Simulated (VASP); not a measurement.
# Si62C (a cell with a defect): relaxation of the atoms with PBEsol

The system is Si62C (a cell with a defect).

```
Si C
1.0
    10.86000    0.00000    0.00000
     0.00000   10.86000    0.00000
     0.00000    0.00000   10.86000
Si C
62 1
Direct
  0.50428 0.99881 0.99876
  0.62527 0.12448 0.12686
  0.75457 0.25316 0.00300
  0.87691 0.37258 0.12262
  0.75135 0.00184 0.25074
  0.87658 0.12438 0.37344
  0.00191 0.00003 0.99887
  0.12444 0.12494 0.12695
  0.24907 0.24824 0.99870
  0.37748 0.37602 0.12893
  0.49530 0.50228 0.00067
  0.62758 0.62047 0.12711
  0.74768 0.75234 0.00629
  0.87575 0.87188 0.12650
  0.24763 0.00031 0.25017
  0.37483 0.12460 0.38130
  0.50146 0.24704 0.25410
  0.62314 0.37682 0.37649
  0.75016 0.50134 0.24803
  0.87443 0.62549 0.37515
  0.50411 0.00151 0.50047
  0.62396 0.12395 0.62518
  0.75271 0.25086 0.49809
  0.74932 0.99595 0.75280
  0.88056 0.12427 0.87663
  0.99762 0.50292 0.00160
  0.12533 0.62228 0.12392
  0.24827 0.74987 0.00327
  0.37958 0.87298 0.12813
  0.99188 0.25399 0.25173
  0.12212 0.37192 0.36896
  0.25227 0.50243 0.24700
  0.37753 0.62058 0.37715
  0.50043 0.74650 0.25090
  0.62351 0.86906 0.37705
  0.99877 0.99549 0.50075
  0.12730 0.12246 0.62529
  0.25448 0.25112 0.49983
  0.37268 0.37863 0.62589
  0.50131 0.50014 0.49989
  0.62416 0.62205 0.62600
  0.75172 0.75249 0.50069
  0.87567 0.87735 0.62336
  0.24635 0.99939 0.74854
  0.37408 0.12522 0.87330
  0.49925 0.24924 0.74837
  0.62590 0.37677 0.87829
  0.87603 0.62933 0.87379
  0.00209 0.75365 0.25507
  0.12418 0.87549 0.37663
  0.00169 0.50163 0.49977
  0.12449 0.62130 0.62587
  0.25107 0.75230 0.49483
  0.38017 0.86930 0.62211
  0.99808 0.24954 0.75372
  0.12380 0.37981 0.87259
  0.25473 0.49871 0.74717
  0.37078 0.62672 0.87363
  0.49747 0.74615 0.74985
  0.62460 0.87658 0.87848
  0.99801 0.74872 0.74815
  0.12369 0.87788 0.88000
  0.87524 0.37475 0.62585
```

```yaml
Program: VASP 6.6.1
Task: relaxation of the atoms
Functional: PBEsol
Potentials_or_basis: VASP PAW PBE potentials, release 64 (Si, C)
Cutoff: 520 eV
k_mesh: 1 × 1 × 1
Occupations: fermi-dirac, width 0.02 eV
Spin: no spin polarisation
Dipole_correction: no
Further_INCAR_settings: LREAL = Auto; ALGO = Normal; EDIFF = 1e-06; IBRION = 2; EDIFFG = -0.03; NSW = 80
```

```json
{
 "Energy gained by relaxing": "62.3 meV/atom",
 "Ionic steps": "29",
 "Pressure after relaxing": "-0.9 GPa",
 "Largest force after relaxing": "0.018 eV/Å"
}
```

Forces on the atoms (eV/Å):
```
Si  -0.003 -0.013  0.004
Si  -0.004 -0.006  0.005
Si  -0.003  0.004  0.004
Si  -0.002 -0.003 -0.005
Si  -0.004 -0.005 -0.004
Si  -0.007  0.002  0.002
Si  -0.003 -0.003  0.002
Si   0.002 -0.001  0.002
Si   0.001  0.000  0.000
Si   0.003  0.002 -0.002
Si  -0.007 -0.001  0.004
Si  -0.004  0.000 -0.006
Si   0.002  0.003  0.005
Si   0.005  0.000  0.002
Si   0.007 -0.008 -0.014
Si   0.002  0.000  0.007
Si  -0.001 -0.006 -0.008
Si   0.003  0.002  0.000
Si  -0.002  0.005  0.004
Si  -0.005 -0.004  0.002
Si  -0.008 -0.007 -0.005
Si  -0.002  0.007  0.000
Si   0.008  0.004  0.007
Si  -0.003 -0.011  0.009
Si   0.002 -0.002  0.001
Si   0.000  0.008  0.001
Si   0.003  0.005  0.000
Si   0.010  0.001  0.004
Si   0.004 -0.003  0.001
Si  -0.002  0.007  0.004
Si  -0.007  0.003  0.003
Si   0.004  0.002 -0.002
Si  -0.001 -0.004 -0.005
Si  -0.002  0.007 -0.016
Si  -0.001  0.000 -0.005
Si  -0.003  0.002  0.010
Si  -0.007  0.008  0.003
Si   0.001  0.002  0.004
Si   0.002 -0.003  0.002
Si  -0.003  0.005 -0.004
Si   0.009 -0.008  0.010
Si  -0.001  0.000 -0.001
Si  -0.004  0.003 -0.004
Si   0.008 -0.007  0.006
Si  -0.004 -0.008 -0.001
Si   0.002  0.003  0.003
Si   0.008  0.010 -0.009
Si  -0.012 -0.011 -0.006
Si   0.006  0.006 -0.007
Si   0.001 -0.005 -0.002
Si  -0.002 -0.005  0.001
Si  -0.007  0.006 -0.002
Si   0.003  0.005 -0.005
Si   0.004  0.002  0.001
Si   0.002 -0.001  0.005
Si  -0.002 -0.002  0.004
Si   0.007  0.007  0.004
Si   0.009 -0.002  0.000
Si  -0.010  0.004  0.003
Si   0.000 -0.001 -0.004
Si   0.008  0.000  0.006
Si   0.003 -0.001 -0.004
C   -0.008  0.004 -0.012
```

Stress tensor (GPa, compression positive):
```
-0.90 -1.05 -1.05
-1.05 -0.90  1.05
-1.05  1.05 -0.94
```

Step by step:
```tsv
step	energy change (eV)	largest force (eV/Å)	pressure (GPa)
1	0.0000	2.3918	-0.10
2	-1.7638	1.9047	-0.51
3	-1.8917	1.8138	-0.53
4	-2.9512	1.7418	-0.71
5	-3.2948	0.9756	-0.63
6	-3.3125	1.0131	-0.67
7	-3.6514	0.6570	-0.73
8	-3.6570	0.6255	-0.72
9	-3.7552	0.5020	-0.75
10	-3.7667	0.4946	-0.76
11	-3.8218	0.2853	-0.74
12	-3.8310	0.4026	-0.73
13	-3.8663	0.2828	-0.74
14	-3.8667	0.3531	-0.74
15	-3.8902	0.1415	-0.75
16	-3.8904	0.1872	-0.75
17	-3.9049	0.0940	-0.77
18	-3.9051	0.1075	-0.77
19	-3.9129	0.0751	-0.79
20	-3.9135	0.0711	-0.80
21	-3.9182	0.0477	-0.82
22	-3.9185	0.0649	-0.83
23	-3.9215	0.0455	-0.86
24	-3.9216	0.0476	-0.86
25	-3.9231	0.0589	-0.88
26	-3.9231	0.0615	-0.88
27	-3.9237	0.0696	-0.90
28	-3.9238	0.0378	-0.90
29	-3.9243	0.0176	-0.91
```

Final structure:
```cif
data_structure
_symmetry_space_group_name_H-M 'P 1'
_symmetry_Int_Tables_number 1
_cell_length_a 10.8600
_cell_length_b 10.8600
_cell_length_c 10.8600
_cell_angle_alpha 90.000
_cell_angle_beta 90.000
_cell_angle_gamma 90.000
_cell_volume 1280.82
loop_
_atom_site_label
_atom_site_type_symbol
_atom_site_fract_x
_atom_site_fract_y
_atom_site_fract_z
_atom_site_occupancy
Si1 Si 0.49848 0.00547 0.00240 1
Si2 Si 0.62517 0.12945 0.12612 1
Si3 Si 0.74996 0.25611 0.99383 1
Si4 Si 0.87584 0.37422 0.12394 1
Si5 Si 0.75139 0.99877 0.24961 1
Si6 Si 0.87613 0.12523 0.37579 1
Si7 Si 0.99670 0.00540 0.99571 1
Si8 Si 0.12523 0.12482 0.12369 1
Si9 Si 0.24470 0.25336 0.99577 1
Si10 Si 0.37629 0.37291 0.12457 1
Si11 Si 0.49873 0.50569 0.00181 1
Si12 Si 0.62303 0.62710 0.13134 1
Si13 Si 0.74439 0.75140 0.00182 1
Si14 Si 0.87715 0.87379 0.12454 1
Si15 Si 0.25094 0.99909 0.24982 1
Si16 Si 0.37705 0.12485 0.37547 1
Si17 Si 0.50509 0.25341 0.25610 1
Si18 Si 0.63513 0.37577 0.38501 1
Si19 Si 0.75102 0.49905 0.25049 1
Si20 Si 0.87435 0.61491 0.38500 1
Si21 Si 0.50504 0.00530 0.50392 1
Si22 Si 0.63520 0.13411 0.62616 1
Si23 Si 0.77717 0.26160 0.51216 1
Si24 Si 0.75108 0.99991 0.74963 1
Si25 Si 0.87449 0.13429 0.86548 1
Si26 Si 0.99400 0.50005 0.99390 1
Si27 Si 0.12070 0.62490 0.12618 1
Si28 Si 0.24464 0.75162 0.00241 1
Si29 Si 0.37527 0.87482 0.12561 1
Si30 Si 0.00188 0.24818 0.24965 1
Si31 Si 0.12491 0.37398 0.37576 1
Si32 Si 0.25139 0.49874 0.24964 1
Si33 Si 0.37501 0.62497 0.38038 1
Si34 Si 0.49854 0.75154 0.25613 1
Si35 Si 0.62517 0.87512 0.38033 1
Si36 Si 0.00193 0.99920 0.49869 1
Si37 Si 0.12512 0.12489 0.62473 1
Si38 Si 0.25082 0.24810 0.49871 1
Si39 Si 0.37663 0.37414 0.62470 1
Si40 Si 0.50707 0.50021 0.50725 1
Si41 Si 0.62847 0.62160 0.64346 1
Si42 Si 0.74985 0.74299 0.50719 1
Si43 Si 0.87594 0.87337 0.62472 1
Si44 Si 0.25141 0.99868 0.74943 1
Si45 Si 0.37467 0.12934 0.87585 1
Si46 Si 0.50635 0.25567 0.75053 1
Si47 Si 0.62640 0.39067 0.87352 1
Si48 Si 0.85956 0.62376 0.87365 1
Si49 Si 0.99668 0.74494 0.25608 1
Si50 Si 0.12521 0.87299 0.37554 1
Si51 Si 0.98850 0.47285 0.51220 1
Si52 Si 0.11599 0.61478 0.62626 1
Si53 Si 0.24477 0.74500 0.50398 1
Si54 Si 0.37644 0.87360 0.62365 1
Si55 Si 0.98868 0.26138 0.72337 1
Si56 Si 0.11582 0.37553 0.86551 1
Si57 Si 0.25022 0.49894 0.74975 1
Si58 Si 0.36923 0.62726 0.87773 1
Si59 Si 0.49922 0.75092 0.75611 1
Si60 Si 0.62288 0.88085 0.87775 1
Si61 Si 0.99438 0.74371 0.75053 1
Si62 Si 0.12078 0.87547 0.87587 1
C1 C 0.91249 0.33756 0.58834 1
```

Levels at points of the mesh, in eV from the Fermi level:
| k point | band 124 | band 125 | band 126 | band 127 | band 128 | band 129 |
| --- | --- | --- | --- | --- | --- | --- |
| (0.00, 0.00, 0.00) | -0.65 | -0.65 | -0.13 | 0.14 | 0.15 | 0.25 |

It took 11 min on 1 × NVIDIA H100 80GB with 1 thread of AMD EPYC 7R13 Processor (Zen 3) (shared host), peak memory 1.7 GiB.

Caveat: the k points lie up to 0.58 Å⁻¹ apart; the PAW data sets were made with another functional, which shifts forces and pressure a little.
